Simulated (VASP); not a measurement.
The system is Na.

```
CELL_PARAMETERS angstrom
0.00000 2.68737 2.68737
2.68737 0.00000 2.68737
2.68737 2.68737 0.00000
ATOMIC_POSITIONS crystal
Na 0.00000 0.00000 0.00000
```

This isn't the form of Na at room conditions, which is bcc.

- Program: VASP 6.6.1
- Task: relaxation of cell and atoms
- Functional: PBE
- Dispersion: D3(BJ)
- Potentials or basis: VASP PAW PBE potentials, release 64 (Na_pv)
- Cutoff: 500 eV
- k mesh: 14 × 14 × 14
- Occupations: gaussian, width 0.1 eV
- Spin: no spin polarisation

At the start: pressure -0.9 GPa; volume 38.82 Å³/atom.

**Question.** How do energy, volume and symmetry change on relaxing?

**Answer.** Over 3 steps the energy falls by 15.5 meV/atom and the volume is 33.89 Å³/atom (-12.7 %); space group Fm-3m (No. 225, to 0.1 Å) before and after.

Step by step:
```csv
step,energy change (eV),largest force (eV/Å),pressure (GPa),volume (Å³)
1,0.0000,0.0000,-0.95,38.82
2,-0.0067,0.0000,-0.75,37.54
3,-0.0155,0.0000,0.04,33.89
```

Final structure:
```
CELL_PARAMETERS angstrom
0.00000 2.56859 2.56859
2.56859 0.00000 2.56859
2.56859 2.56859 0.00000
ATOMIC_POSITIONS crystal
Na 0.00000 0.00000 0.00000
```
